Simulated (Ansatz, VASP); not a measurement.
**One calculation of CO, two programs**

```
C O
1.0
    10.00000    0.00000    0.00000
     0.00000   10.00000    0.00000
     0.00000    0.00000   11.00000
C O
1 1
Direct
  0.50000 0.50000 0.45431
  0.50000 0.50000 0.55751
```

Alike in both runs: functional PBE; k mesh 1 × 1 × 1; no spin polarisation.

Ansatz relaxed the structure, and its values are those at the end. VASP's run is a single point on that final structure, the one shown.

```csv
,VASP,Ansatz
version,VASP 6.6.1,Ansatz 0.2.0
potentials or method,"VASP PAW PBE potentials, release 64 (C, O)","scalar-relativistic, plane waves, PAW"
plane-wave cutoff (eV),520,420
occupations,"gaussian, width 0.01 eV",fixed
valence electrons in the cell,10,10
```

Ansatz gave:

| Quantity | Value |
| --- | --- |
| gap on the k mesh at the Fermi level (eV) | 6.97 |
| rms of the force components (eV/Å) | 0.000 |

**Question.** What did VASP give for the same quantities?

**Answer.** gap on the k mesh at the Fermi level (eV): 6.97; rms of the force components (eV/Å): 0.544.

One of these differences is far larger than is usual between the two programs; its cause wasn't traced. Ansatz's warnings: xc potential rough in thin density.

Noted on VASP's run: the standard files for N, O and F lose accuracy on very short bonds.
